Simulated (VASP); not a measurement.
# CdH4 (C2/c) in VASP: notebook

The runs below take CdH4 through single point, with PBE+D4, PBE.

Program: VASP 6.6.1. These are calculated values, not measurements. Logs are shortened: lines on timing, memory, paths and dates and some standing lists are left out, and cuts for length are marked.

## 1. The cell of the first run

It takes space group C2/c (No. 15, monoclinic). The conventional cell has a = 8.665 Å, b = 4.440 Å, c = 8.550 Å, α = 90.00°, β = 119.29°, γ = 90.00°. Within 2.2 Å of Cd (site symmetry 2) lie 4 H at 1.65 to 1.68 Å. Within 2.2 Å of H (site symmetry 1) lie 1 Cd at 1.68 Å. Within 2.2 Å of H (site symmetry 1) lie 1 Cd at 1.65 Å.

## 2. Single point, PBE+D4

INCAR

```
SYSTEM = CdH4
PREC = Accurate
ENCUT = 520
EDIFF = 1E-7
ISMEAR = 0
SIGMA = 0.2879
LREAL = .FALSE.
LASPH = .TRUE.
NELM = 100
ALGO = Normal
ISIF = 2
LWAVE = .FALSE.
LCHARG = .FALSE.
GGA = PE
IVDW = 13
NBANDS = 27
```

KPOINTS

```
Automatic mesh
0
G
  5 5 5
  0 0 0
```

POSCAR

```
CdH4
1.0
    0.0000000000      4.4401230000      0.0000000000
    4.3324460000     -2.2200620000      0.0000000000
   -0.1495750000      2.2200620000     -7.4573960000
Cd H
2 8
Direct
    0.9258000000      0.7500000000      0.7500000000
    0.0742000000      0.2500000000      0.2500000000
    0.9698000000      0.4509000000      0.8035000000
    0.3224000000      0.0491000000      0.6965000000
    0.0302000000      0.5491000000      0.1965000000
    0.6776000000      0.9509000000      0.3035000000
    0.7493000000      0.6467000000      0.5765000000
    0.6791000000      0.8533000000      0.9235000000
    0.2507000000      0.3533000000      0.4235000000
    0.3209000000      0.1467000000      0.0765000000
```

Potentials or basis: VASP PAW PBE potentials, release 64 (Cd, H).

On the command line:

```bash
> cat potpaw_PBE.64/Cd/POTCAR potpaw_PBE.64/H/POTCAR > POTCAR
> mpirun -np 1 vasp_std > vasp.out
```

OUTCAR:

```text
SYSTEM = CdH4
   PREC = Accurate
   ENCUT = 520
   EDIFF = 1E-7
   ISMEAR = 0
   LREAL = .FALSE.
   LASPH = .TRUE.
   NELM = 100
   ISIF = 2
   GGA = PE
   IVDW = 13

 ion  position               nearest neighbor table
   1  0.926  0.750  0.750-   8 1.65   7 1.65   4 1.68   3 1.68
   2  0.074  0.250  0.250-  10 1.65   9 1.65   6 1.68   5 1.68
   3  0.970  0.451  0.803-   1 1.68
   4  0.322  0.049  0.697-   1 1.68
   5  0.030  0.549  0.197-   2 1.68
   6  0.678  0.951  0.303-   2 1.68
   7  0.749  0.647  0.577-   1 1.65
   8  0.679  0.853  0.923-   1 1.65
   9  0.251  0.353  0.423-   2 1.65
  10  0.321  0.147  0.077-   2 1.65

  LATTYP: Found a base centered monoclinic cell.
 ALAT       =     8.6648920000
 B/A-ratio  =     0.5124268139
 C/A-ratio  =     0.9867854962
 COS(beta)  =    -0.4892023781

  Lattice vectors:

 A1 = (  -4.3324460000,  -2.2200610000,   0.0000000000)
 A2 = (  -4.3324460000,   2.2200620000,   0.0000000000)
 A3 = (   4.1828710000,   0.0000000000,  -7.4573960000)

Analysis of symmetry for initial positions (statically):
=====================================================================
 Subroutine PRICEL returns:
 Original cell was already a primitive cell.

 Routine SETGRP: Setting up the symmetry group for a
 base centered monoclinic supercell.

 Subroutine GETGRP returns: Found  4 space group operations
 (whereof  2 operations were pure point group operations)
 out of a pool of  4 trial point group operations.

The static configuration has the point symmetry S_2 .
 The point group associated with its full space group is C_2h.

Analysis of symmetry for dynamics (positions and initial velocities):
=====================================================================
 Subroutine PRICEL returns:
 Original cell was already a primitive cell.

 Routine SETGRP: Setting up the symmetry group for a
 base centered monoclinic supercell.

 Subroutine GETGRP returns: Found  4 space group operations
 (whereof  2 operations were pure point group operations)
 out of a pool of  4 trial point group operations.

The dynamic configuration has the point symmetry S_2 .
 The point group associated with its full space group is C_2h.

 Subroutine INISYM returns: Found  4 space group operations
[... 118 lines left out ...]
   NFREE  =      0    steps in history (QN), initial steepest desc. (CG)
   ISIF   =      2    stress and relaxation
   ISYM   =      2    0-nonsym 1-usesym 2-fastsym
   POTIM  = 0.5000    time-step for ionic-motion
   TEBEG  =    0.0;   TEEND  =   0.0 temperature during run
   PSTRESS=    0.0 pullay stress
   NELECT =      32.0000    total number of electrons
   NUPDOWN=      -1.0000    fix difference up-down
   EMIN   =  10.00;   EMAX   =-10.00  energy-range for DOS
   EFERMI =   0.00;   METHOD = LEGACY
   ISMEAR =     0;   SIGMA  =   0.29  broadening in eV -4-tet -1-fermi 0-gaus
   EFERMI_NEDOS =   21; number of points for ismear=-14 and -15
   IALGO  =     38    algorithm
   IMIX   =      4    mixing-type and parameters
     AMIX     =   0.40;   BMIX     =  1.00
     AMIX_MAG =   1.60;   BMIX_MAG =  1.00
  volume/ion in A,a.u.               =      14.35        96.81
  Fermi-wavevector in a.u.,A,eV,Ry     =   0.992856  1.876226 13.412127  0.985764
  Thomas-Fermi vector in A             =   2.124697
   LORBIT       =      0    0 simple, 1 ext, 2 COOP (PROOUT), +10 PAW based schemes
   GGA     = PE    functional components
   LHFCALC =     F    Hartree Fock is set to
   AEXX    =    0.0000 exact exchange contribution
   IVDW    =    13    specifies the selected vdW correction
   LEPSILON=     F    determine dielectric tensor
   LRPA    =     F    only Hartree local field effects (RPA)
 non-spin polarized calculation
 Gauss-broadening in eV      SIGMA  =   0.29
  energy-cutoff  :      520.00
  volume of cell :      143.45
 maximum number of plane-waves:      3897
 NGX is ok and might be reduce to    36
   NGX = 17   NGY = 19   NGZ = 29

 number of electron      32.0000001 magnetization

 Free energy of the ion-electron system (eV)
  ---------------------------------------------------
  ext. energy  EPLUGINS =         0.00000000
  ---------------------------------------------------
  free energy    TOTEN  =       -16.48759726 eV

  energy without entropy =      -16.19458888  energy(sigma->0) =      -16.34109307

 E-fermi :  -3.0434     XC(G=0):  -7.3818

 val. band max:       -3.0523773415   @ k =   0.4000   0.0000   0.0000
 cond. band min:      -3.0321016883   @ k =  -0.2000  -0.2000   0.2000
 fundamental gap:      0.0202756532
 Fermi energy:        -3.0434171153

 k-point     1 :       0.0000    0.0000    0.0000
  band No.  band energies     occupation
      1     -11.2660      2.00000
      2     -11.2651      2.00000
      3     -11.2528      2.00000
      4     -11.2445      2.00000
      5     -11.2106      2.00000
      6     -11.1889      2.00000
[... 709 lines left out ...]
     26       7.2931      0.00000
     27       7.5091      0.00000

 [... further k-points ...]

------------------------ aborting loop because EDIFF is reached ----------------------------------------

  DFT-D4 for vdW energy calculation

  Edisp (eV):   -0.78507

  FORCE on cell =-STRESS in cart. coord.  units (eV):
  Direction    XX          YY          ZZ          XY          YZ          ZX
  --------------------------------------------------------------------------------------
  -------------------------------------------------------------------------------------
  Total       1.07645     2.46854     3.37293    -0.00000    -0.00000    -0.10216
  in kB      12.02234    27.56986    37.67055    -0.00000    -0.00000    -1.14095
  external pressure =       25.75 kB  Pullay stress =        0.00 kB

 VOLUME and BASIS-vectors are now :
 -----------------------------------------------------------------------------
  energy-cutoff  :      520.00
  volume of cell :      143.45
      direct lattice vectors                 reciprocal lattice vectors
     0.000000000  4.440123000  0.000000000     0.115408273  0.225218986  0.064732773
     4.332446000 -2.220062000  0.000000000     0.230816495  0.000000000 -0.004629549
    -0.149575000  2.220062000 -7.457396000     0.000000000  0.000000000 -0.134095065

 POSITION                                       TOTAL-FORCE (eV/Angst)
 -----------------------------------------------------------------------------------
      3.13715      4.11067     -5.59305         0.000000      0.279948     -0.000000
      1.04572      0.32946     -1.86435         0.000000     -0.279948      0.000000
      1.83332      5.08883     -5.99202        -1.095484      0.799937     -0.356190
      0.10854      2.86876     -5.19408         1.095484      0.799936      0.356190
      2.34955     -0.64870     -1.46538         1.095484     -0.799937      0.356190
      4.07433      1.57136     -2.26332        -1.095484     -0.799936     -0.356190
      2.71556      3.17114     -4.29919        -0.430048     -0.922196      1.327221
      3.55874      3.17114     -6.88691         0.430048     -0.922196     -1.327221
      1.46731      1.26899     -3.15821         0.430048      0.922196     -1.327221
      0.62413      1.26899     -0.57049        -0.430048      0.922196      1.327221
 -----------------------------------------------------------------------------------
    total drift:                               -0.000000      0.000000     -0.000000

  FREE ENERGIE OF THE ION-ELECTRON SYSTEM (eV)
  ---------------------------------------------------
  free  energy   TOTEN  =       -17.2726650002 eV

  energy  without entropy=      -16.9796566230  energy(sigma->0) =      -17.12616081
```

Run time: 3 min. Hardware: 1 thread of Oxide Virtual Turin-like, shared host; peak memory 0.29 GiB.

What came out:

```yaml
Free_energy: -17.2727 eV
Pressure: 2.6 GPa
Largest_force: 1.672 eV/Å
Band_gap_on_the_k_mesh: zero (bands 16 and 17 overlap by 0.85 eV)
Dispersion_energy_per_atom: -0.079 eV
```

Forces in eV/Å, atoms in the order of the input:
```
Cd   0.000  0.280  0.000
Cd   0.000 -0.280  0.000
H   -1.095  0.800 -0.356
H    1.095  0.800  0.356
H    1.095 -0.800  0.356
H   -1.095 -0.800 -0.356
H   -0.430 -0.922  1.327
H    0.430 -0.922 -1.327
H    0.430  0.922 -1.327
H   -0.430  0.922  1.327
```

Stress tensor (GPa, compression positive):
```
 1.20  0.00 -0.11
 0.00  2.76  0.00
-0.11  0.00  3.77
```

Caveat: so wide a smearing shifts energies and pressures; forces of over 1 eV/Å act on the atoms, so gaps and moduli don't describe the material at rest.

## 3. Single point, PBE

INCAR

```
  PREC = Accurate
  ENCUT = 520
  EDIFF = 1E-6
  ISMEAR = 1
  SIGMA = 0.1
  LREAL = F
  LASPH = T
  NELM = 60
  ALGO = Normal
  ISIF = 2
  LWAVE = F
  LCHARG = T
  GGA = PE
  LELF = T
  LVHAR = T
  NBANDS = 27
```

KPOINTS

```
Automatic mesh
0
Gamma
  5 5 5
```

POSCAR is that of step 2.

Potentials or basis: VASP PAW PBE potentials, release 64 (Cd, H).

On the command line:

```bash
> cat potpaw_PBE.64/Cd/POTCAR potpaw_PBE.64/H/POTCAR > POTCAR
> mpirun -np 1 vasp_std > vasp.out
```

Wall time 2.9 min (1 thread of Oxide Virtual Turin-like, shared host); peak memory 0.29 GiB.

It converged, with:

- Free energy: -16.3393 eV
- Pressure: 3.4 GPa
- Largest force: 1.677 eV/Å
- Band gap on the k mesh: zero (bands 16 and 17 overlap by 0.85 eV)

Forces in eV/Å, atoms in the order of the input:
```
Cd   0.000  0.290  0.000
Cd   0.000 -0.290  0.000
H   -1.129  0.797 -0.376
H    1.129  0.797  0.376
H    1.129 -0.797  0.376
H   -1.129 -0.797 -0.376
H   -0.427 -0.912  1.341
H    0.427 -0.912 -1.341
H    0.427  0.912 -1.341
H   -0.427  0.912  1.341
```

Stress tensor (GPa, compression positive):
```
 1.98  0.00 -0.03
 0.00  3.46  0.00
-0.03  0.00  4.84
```

Levels at points of the mesh, in eV from the Fermi level:
| k point | band 14 | band 15 | band 16 | band 17 | band 18 | band 19 |
| --- | --- | --- | --- | --- | --- | --- |
| (0.00, 0.00, 0.00) | 0.24 | 0.36 | 0.57 | 0.58 | 0.83 | 7.04 |

Caveat: the cell stands under pressure; forces of over 1 eV/Å act on the atoms, so gaps and moduli don't describe the material at rest.

The gap in the log of VASP goes by the Fermi energy; the results here count the filled bands.